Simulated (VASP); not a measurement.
## In: single point with PBE

The system is In.

```xyz
1
Lattice="-1.6482 1.6973 2.5250 1.6973 -1.6482 2.5250 1.6044 1.6044 -2.4927" Properties=species:S:1:pos:R:3 pbc="T T T"
In    0.0000    0.0000    0.0000
```

- Program: VASP 6.6.1
- Task: single point
- Functional: PBE
- Potentials or basis: VASP PAW PBE potentials, release 64 (In_d)
- Cutoff: 520 eV
- k mesh: 11 × 11 × 14
- Occupations: fermi-dirac, width 0.01 eV
- Spin: no spin polarisation
- Dipole correction: no
- Further INCAR settings: ALGO = Normal; EDIFF = 1e-07; NBANDS = 12

```json
{
 "Pressure": "-0.1 GPa",
 "Band gap on the k mesh": "zero (an odd number of electrons rules out a gap without spin polarisation)"
}
```

Stress tensor (GPa, compression positive):
```
 0.10 -0.16 -0.29
-0.16  0.10 -0.29
-0.29 -0.29 -0.36
```

Levels at points of the mesh, in eV from the Fermi level:
```
           k point  band 4  band 5  band 6  band 7  band 8  band 9
(0.00, 0.00, 0.00)  -14.49  -14.39   -9.21    9.80   10.05   10.52
(0.00, 0.00, 0.50)  -14.29  -14.23   -1.65   -1.52    3.25    3.64
```

Wall time 3.1 min on 1 thread of Intel Xeon 8259CL, on a shared host, peak memory 0.28 GiB.

Caveat: spin-orbit coupling is left out, which moves the levels of the heavy elements.
